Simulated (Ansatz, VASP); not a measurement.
Cd3NiO: VASP beside Ansatz

```xyz
5
Lattice="5.8754 0.0000 0.0000 -2.9377 5.0883 0.0000 0.0000 0.0000 3.4367" Properties=species:S:1:pos:R:3 pbc="T T T"
Cd    2.9377    0.0000    1.7184
Cd   -1.4689    2.5441    1.7184
Cd    1.4689    2.5441    1.7184
Ni    0.0000    0.0000    1.7184
O     0.0000    0.0000    0.0000
```

Alike in both runs: functional PBE; k mesh 3 × 3 × 6; occupations gaussian, width 0.1 eV; collinear spin.

Ansatz relaxed the structure, and its values are those at the end. VASP's run is a single point on that final structure, the one shown.

|  | VASP | Ansatz |
| --- | --- | --- |
| version | VASP 6.6.1 | Ansatz 0.2.0 |
| potentials or method | VASP PAW PBE potentials, release 64 (Cd, Ni, O), cutoff 520 eV | scalar-relativistic, plane waves, PAW |
| valence electrons in the cell | 52 | 84 |

Ansatz gave:

| Item | Value |
| --- | --- |
| gap on the k mesh at the Fermi level (eV) | none |
| pressure (GPa) | 0.0 |
| net moment per atom (μB) | 0.18 |
| size of the moment on the site where the two differ most (μB) | 0.59 |

Problem. What did VASP give for the same quantities?

Solution. gap on the k mesh at the Fermi level (eV): none; pressure (GPa): 0.1; net moment per atom (μB): 0.00; size of the moment on the site where the two differ most (μB): 0.00.

The net moments are unlike, so the other rows may belong to different states. Site moments also hang on the region over which each program counts them. A gap of «none» marks a metal or a gap that the smearing closes. VASP's potentials hold 52 valence electrons a cell and Ansatz's 84, so a difference there can come from the potentials and not from the codes. Ansatz's warnings: no starting moments.

The k mesh is coarse, so the values compare programs but aren't converged.
